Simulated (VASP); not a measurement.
Set up this calculation in VASP 6.6.1, as the native input.

```
Task                   : electric field gradients
Functional             : PBEsol
Potentials or basis    : VASP PAW PBE potentials, release 64 (Ga_d, N)
Cutoff                 : 520 eV
k mesh                 : 13 × 13 × 13
Occupations            : fermi-dirac, width 0.02 eV
Spin                   : no spin polarisation
Dipole correction      : no
Further INCAR settings : ALGO = Normal; EDIFF = 1e-08; NBANDS = 16
```

The structure of GaN lies in POSCAR:

```
GaN
1.0
    0.0000000000      1.9925000000      1.9925000000
    1.9925000000      0.0000000000      1.9925000000
    1.9925000000      1.9925000000      0.0000000000
Ga N
1 1
Direct
    0.5000000000      0.5000000000      0.5000000000
    0.0000000000      0.0000000000      0.0000000000
```

The input as run:

INCAR

```
SYSTEM = GaN
ALGO = Normal
EDIFF = 1E-8
ENCUT = 520
GGA = PS
ISIF = 2
ISMEAR = -1
LASPH = .True.
LCHARG = .False.
LEFG = .True.
LREAL = .False.
LWAVE = .False.
NBANDS = 16
NELM = 100
PREC = Accurate
SIGMA = 0.02
```

KPOINTS

```
k-points
0
Gamma
  13 13 13
  0 0 0
```

Potentials or basis: VASP PAW PBE potentials, release 64 (Ga_d, N).

The run is started by

```sh
$ cat potpaw_PBE.64/Ga_d/POTCAR potpaw_PBE.64/N/POTCAR > POTCAR
$ mpirun -np 1 vasp_std > vasp.out
```

Results of the run:

```json
{
 "Pressure": "59.5 GPa",
 "Band gap on the k mesh": "1.82 eV, indirect (least direct gap 5.22 eV)"
}
```

Caveat: without QUAD_EFG the Cq values of the log hold for a quadrupole moment of 1 mb, not for the nuclei; the PAW data sets were made with another functional, which shifts forces and pressure a little.

Run time: 23 s on 1 thread of Intel(R) Xeon(R) Platinum 8259CL CPU @ 2.50GHz (Skylake/Cascade Lake), with other jobs on the host, peak memory 0.15 GiB.
